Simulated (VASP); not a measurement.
# HgTe (F-43m) in VASP: single point with PBEsol

Aim: the single point of HgTe with PBEsol.

All numbers are computed with VASP 6.6.1; they aren't measurements. Logs are shortened: lines on timing, memory, paths and dates and some standing lists are left out, and cuts for length are marked.

## 1. The cell of the first run

The structure is cubic, space group F-43m (No. 216). The conventional cell has a = 6.509 Å, b = 6.509 Å, c = 6.509 Å, α = 90.00°, β = 90.00°, γ = 90.00°. Within 3.7 Å of Hg (site symmetry -43m) lie 4 Te at 2.82 Å. Within 3.7 Å of Te (site symmetry -43m) lie 4 Hg at 2.82 Å.

## 2. Single point, PBEsol

INCAR reads:

```
PREC = Accurate
ENCUT = 520
EDIFF = 1E-6
ISMEAR = -1
SIGMA = 0.05
LREAL = False
LASPH = True
NELM = 100
ALGO = Normal
ISIF = 2
LWAVE = False
LCHARG = True
GGA = PS
LELF = True
LVHAR = True
NBANDS = 16
```

KPOINTS reads:

```
regular mesh
0
Gamma
  12 12 12
```

POSCAR reads:

```
HgTe
1.0
    0.0000000000      3.2547211976      3.2547211976
    3.2547211976      0.0000000000      3.2547211976
    3.2547211976      3.2547211976      0.0000000000
Hg Te
1 1
Direct
    0.0000000000      0.0000000000      0.0000000000
    0.7500000000      0.7500000000      0.7500000000
```

Potentials or basis: VASP PAW PBE potentials, release 64 (Hg, Te).

The run is started by

```console
$ cat potpaw_PBE.64/Hg/POTCAR potpaw_PBE.64/Te/POTCAR > POTCAR
$ mpirun -np 1 vasp_std > vasp.out
```

OUTCAR:

```text
PREC = Accurate
   ENCUT = 520
   EDIFF = 1E-6
   ISMEAR = -1
   LREAL = False
   LASPH = True
   NELM = 100
   ISIF = 2
   GGA = PS

 ion  position               nearest neighbor table
   1  0.000  0.000  0.000-   2 2.82   2 2.82   2 2.82   2 2.82
   2  0.750  0.750  0.750-   1 2.82   1 2.82   1 2.82   1 2.82

  LATTYP: Found a face centered cubic cell.
 ALAT       =     6.5094423952

  Lattice vectors:

 A1 = (   0.0000000000,   3.2547211976,   3.2547211976)
 A2 = (   3.2547211976,   0.0000000000,   3.2547211976)
 A3 = (   3.2547211976,   3.2547211976,   0.0000000000)

Analysis of symmetry for initial positions (statically):
=====================================================================
 Subroutine PRICEL returns:
 Original cell was already a primitive cell.

 Routine SETGRP: Setting up the symmetry group for a
 face centered cubic supercell.

 Subroutine GETGRP returns: Found 24 space group operations
 (whereof 24 operations were pure point group operations)
 out of a pool of 48 trial point group operations.

The static configuration has the point symmetry T_d .

Analysis of symmetry for dynamics (positions and initial velocities):
=====================================================================
 Subroutine PRICEL returns:
 Original cell was already a primitive cell.

 Routine SETGRP: Setting up the symmetry group for a
 face centered cubic supercell.

 Subroutine GETGRP returns: Found 24 space group operations
 (whereof 24 operations were pure point group operations)
 out of a pool of 48 trial point group operations.

The dynamic configuration has the point symmetry T_d .

 Subroutine INISYM returns: Found 24 space group operations
 (whereof 24 operations are pure point group operations),
 and found     1 'primitive' translations

----------------------------------------------------------------------------------------

                                     Primitive cell

  volume of cell :      68.9559

  direct lattice vectors                    reciprocal lattice vectors
     0.000000000  3.254721198  3.254721198    -0.153622989  0.153622989  0.153622989
     3.254721198  0.000000000  3.254721198     0.153622989 -0.153622989  0.153622989
     3.254721198  3.254721198  0.000000000     0.153622989  0.153622989 -0.153622989

  length of vectors
     4.602870859  4.602870859  4.602870859     0.266082823  0.266082823  0.266082823

  position of ions in fractional coordinates (direct lattice)
     0.000000000  0.000000000  0.000000000
     0.750000000  0.750000000  0.750000000

  ion indices of the primitive-cell ions
   primitive index   ion index
                 1           1
                 2           2

----------------------------------------------------------------------------------------

 KPOINTS: regular mesh

Automatic generation of k-mesh.
 Grid dimensions read from file:
 generate k-points for:   12   12   12

 Generating k-lattice:

  Cartesian coordinates                     Fractional coordinates (reciprocal lattice)
    -0.012801916  0.012801916  0.012801916     0.083333333  0.000000000  0.000000000
     0.012801916 -0.012801916  0.012801916     0.000000000  0.083333333  0.000000000
     0.012801916  0.012801916 -0.012801916     0.000000000  0.000000000  0.083333333

  Length of vectors
     0.022173569  0.022173569  0.022173569

  Shift w.r.t. Gamma in fractional coordinates (k-lattice)
     0.000000000  0.000000000  0.000000000

 Subroutine IBZKPT returns following result:
 ===========================================

 Found     72 irreducible k-points:

 Following reciprocal coordinates:
            Coordinates               Weight
  0.000000  0.000000  0.000000      1.000000
  0.083333  0.000000  0.000000      8.000000
  0.166667  0.000000  0.000000      8.000000
  0.250000  0.000000  0.000000      8.000000
  0.333333  0.000000  0.000000      8.000000
  0.416667  0.000000  0.000000      8.000000
[... 16 lines left out ...]
  0.500000  0.166667  0.000000     24.000000
 -0.416667  0.166667  0.000000     24.000000
 [... further k-points ...]
   k-points           NKPTS =     72   k-points in BZ     NKDIM =     72   number of bands    NBANDS=     16
   number of dos      NEDOS =    301   number of ions     NIONS =      2
   total plane-waves  NPLWV =  46656
   dimension x,y,z NGX =    36 NGY =   36 NGZ =   36
   dimension x,y,z NGXF=    72 NGYF=   72 NGZF=   72
   ions per type =               1   1
   NGX,Y,Z   is equivalent  to a cutoff of  13.00, 13.00, 13.00 a.u.
   NGXF,Y,Z  is equivalent  to a cutoff of  26.00, 26.00, 26.00 a.u.
 SYSTEM =  unknown system
   PREC   = accura    normal or accurate (medium, high low for compatibility)
   ISTART =      0    job   : 0-new  1-cont  2-samecut
   ICHARG =      2    charge: 1-file 2-atom 10-const
   ISPIN  =      1    spin polarized calculation?
   LNONCOLLINEAR =      F non collinear calculations
   LSORBIT =      F    spin-orbit coupling
   LASPH  =      T    aspherical Exc in radial PAW
   ENCUT  =  520.0 eV  38.22 Ry    6.18 a.u.   8.56  8.56  8.56*2*pi/ulx,y,z
   NELM   =    100;   NELMIN=  2; NELMDL= -5     # of ELM steps
   EDIFF  = 0.1E-05   stopping-criterion for ELM
   LREAL  =      F    real-space projection
   EDIFFG = 0.1E-04   stopping-criterion for IOM
   NSW    =      0    number of steps for IOM
   IBRION =     -1    ionic relax: 0-MD 1-quasi-New 2-CG
   NFREE  =      0    steps in history (QN), initial steepest desc. (CG)
   ISIF   =      2    stress and relaxation
   ISYM   =      2    0-nonsym 1-usesym 2-fastsym
   POTIM  = 0.5000    time-step for ionic-motion
   TEBEG  =    0.0;   TEEND  =   0.0 temperature during run
   PSTRESS=    0.0 pullay stress
   NELECT =      18.0000    total number of electrons
   NUPDOWN=      -1.0000    fix difference up-down
   EMIN   =  10.00;   EMAX   =-10.00  energy-range for DOS
   EFERMI =   0.00;   METHOD = LEGACY
   ISMEAR =    -1;   SIGMA  =   0.05  broadening in eV -4-tet -1-fermi 0-gaus
   EFERMI_NEDOS =   21; number of points for ismear=-14 and -15
   IALGO  =     38    algorithm
   IMIX   =      4    mixing-type and parameters
     AMIX     =   0.40;   BMIX     =  1.00
     AMIX_MAG =   1.60;   BMIX_MAG =  1.00
  volume/ion in A,a.u.               =      34.48       232.67
  Fermi-wavevector in a.u.,A,eV,Ry     =   1.046265  1.977155 14.893908  1.094671
  Thomas-Fermi vector in A             =   2.181096
   LORBIT       =      0    0 simple, 1 ext, 2 COOP (PROOUT), +10 PAW based schemes
   GGA     = PS    functional components
   LHFCALC =     F    Hartree Fock is set to
   AEXX    =    0.0000 exact exchange contribution
   IVDW    =     0    specifies the selected vdW correction
   LEPSILON=     F    determine dielectric tensor
   LRPA    =     F    only Hartree local field effects (RPA)
 non-spin polarized calculation
  energy-cutoff  :      520.00
  volume of cell :       68.96
 maximum number of plane-waves:      1880
 NGX is ok and might be reduce to    36
   NGX = 17   NGY = 17   NGZ = 17

 number of electron      18.0000002 magnetization

 Free energy of the ion-electron system (eV)
  ---------------------------------------------------
  ext. energy  EPLUGINS =         0.00000000
  ---------------------------------------------------
  free energy    TOTEN  =        -4.37738683 eV

  energy without entropy =       -4.37712038  energy(sigma->0) =       -4.37725361

 E-fermi :   2.8322     XC(G=0):  -8.8418

 val. band max:        2.7316865915   @ k =   0.0000   0.0000   0.0000
 cond. band min:       3.1216889502   @ k =   0.0833   0.0000   0.0000
 fundamental gap:      0.3900023587
 Fermi energy:         2.8322478679

 k-point     1 :       0.0000    0.0000    0.0000
  band No.  band energies     occupation
      1      -9.1425      2.00000
      2      -4.4918      2.00000
      3      -4.4918      2.00000
      4      -4.4918      2.00000
      5      -3.9812      2.00000
      6      -3.9812      2.00000
[... 8 lines left out ...]
     15      12.2390      0.00000
     16      12.2390      0.00000

 k-point     2 :       0.0833    0.0000    0.0000
  band No.  band energies     occupation
      1      -9.1087      2.00000
      2      -4.4823      2.00000
      3      -4.4823      2.00000
      4      -4.4804      2.00000
      5      -3.9823      2.00000
      6      -3.9823      2.00000
[... 8 lines left out ...]
     15      11.6666      0.00000
     16      11.6666      0.00000

 k-point     3 :       0.1667    0.0000    0.0000
  band No.  band energies     occupation
      1      -9.0142      2.00000
      2      -4.4571      2.00000
      3      -4.4571      2.00000
      4      -4.4375      2.00000
      5      -3.9839      2.00000
      6      -3.9839      2.00000
[... 8 lines left out ...]
     15      11.2372      0.00000
     16      11.2372      0.00000

 k-point     4 :       0.2500    0.0000    0.0000
  band No.  band energies     occupation
      1      -8.8797      2.00000
      2      -4.4251      2.00000
      3      -4.4251      2.00000
      4      -4.3396      2.00000
      5      -3.9823      2.00000
      6      -3.9823      2.00000
[... 8 lines left out ...]
     15      11.1780      0.00000
     16      11.1780      0.00000

 k-point     5 :       0.3333    0.0000    0.0000
  band No.  band energies     occupation
      1      -8.7386      2.00000
      2      -4.3968      2.00000
      3      -4.3968      2.00000
      4      -4.1579      2.00000
      5      -3.9752      2.00000
      6      -3.9752      2.00000
[... 8 lines left out ...]
     15      11.5421      0.00000
     16      11.5421      0.00000

 k-point     6 :       0.4167    0.0000    0.0000
  band No.  band energies     occupation
      1      -8.6310      2.00000
      2      -4.3791      2.00000
      3      -4.3791      2.00000
      4      -3.9658      2.00000
      5      -3.9658      2.00000
      6      -3.8882      2.00000
[... 8 lines left out ...]
     15      12.2135      0.00000
     16      12.2135      0.00000
[... 267 lines left out ...]
 k-point    21 :       0.3333    0.1667    0.0000
  band No.  band energies     occupation
      1      -8.7417      2.00000
      2      -4.4026      2.00000
      3      -4.3514      2.00000
      4      -4.2717      2.00000
      5      -3.9892      2.00000
      6      -3.9544      2.00000
[... 8 lines left out ...]
     15      11.9994      0.00000
     16      12.3788      0.00000

 k-point    22 :       0.4167    0.1667    0.0000
  band No.  band energies     occupation
      1      -8.6219      2.00000
      2      -4.3735      2.00000
      3      -4.3290      2.00000
      4      -4.1252      2.00000
      5      -3.9515      2.00000
      6      -3.9143      2.00000
[... 8 lines left out ...]
     15      12.0388      0.00000
     16      12.8016      0.00000

 k-point    23 :       0.5000    0.1667    0.0000
  band No.  band energies     occupation
      1      -8.5451      2.00000
      2      -4.3573      2.00000
      3      -4.3216      2.00000
      4      -4.0321      2.00000
      5      -3.9564      2.00000
      6      -3.7240      2.00000
[... 8 lines left out ...]
     15      12.2518      0.00000
     16      12.8295      0.00000

 k-point    24 :      -0.4167    0.1667    0.0000
  band No.  band energies     occupation
      1      -8.5350      2.00000
      2      -4.3512      2.00000
      3      -4.3285      2.00000
      4      -3.9977      2.00000
      5      -3.9708      2.00000
      6      -3.6756      2.00000
[... 8 lines left out ...]
     15      12.0033      0.00000
     16      12.1878      0.00000

 [... further k-points ...]
[... 5 lines left out ...]
  --------------------------------------------------------------------------------------
  -------------------------------------------------------------------------------------
  Total        0.0464693      0.0464693      0.0464693      0.0000000      0.0000000      0.0000000
  in kB        1.0797055      1.0797055      1.0797055      0.0000000      0.0000000      0.0000000
  external PRESSURE =       1.0797055 kB  Pullay stress =       0.0000000 kB

 VOLUME and BASIS-vectors are now :
 -----------------------------------------------------------------------------
  energy-cutoff  :      520.00
  volume of cell :       68.96
      direct lattice vectors                 reciprocal lattice vectors
     0.000000000  3.254721198  3.254721198    -0.153622989  0.153622989  0.153622989
     3.254721198  0.000000000  3.254721198     0.153622989 -0.153622989  0.153622989
     3.254721198  3.254721198  0.000000000     0.153622989  0.153622989 -0.153622989

 POSITION                                       TOTAL-FORCE (eV/Angst)
 -----------------------------------------------------------------------------------
      0.00000      0.00000      0.00000        -0.000000     -0.000000     -0.000000
      4.88208      4.88208      4.88208         0.000000      0.000000      0.000000
 -----------------------------------------------------------------------------------
    total drift:                                0.000000      0.000000      0.000000

  FREE ENERGIE OF THE ION-ELECTRON SYSTEM (eV)
  ---------------------------------------------------
  free  energy   TOTEN  =        -4.3773868323 eV

  energy  without entropy=       -4.3771203816  energy(sigma->0) =       -4.37725361
```

It took 29 s on 1 thread of Intel Xeon 6975P-C (Granite Rapids), shared host; peak memory 0.25 GiB.

Results:

```
Free energy            : -4.3774 eV
Pressure               : 0.1 GPa
Band gap on the k mesh : zero (filled and empty bands touch)
```

Caveat: the PAW data sets were made with another functional, which shifts forces and pressure a little; spin-orbit coupling is left out, which moves the levels of the heavy elements.
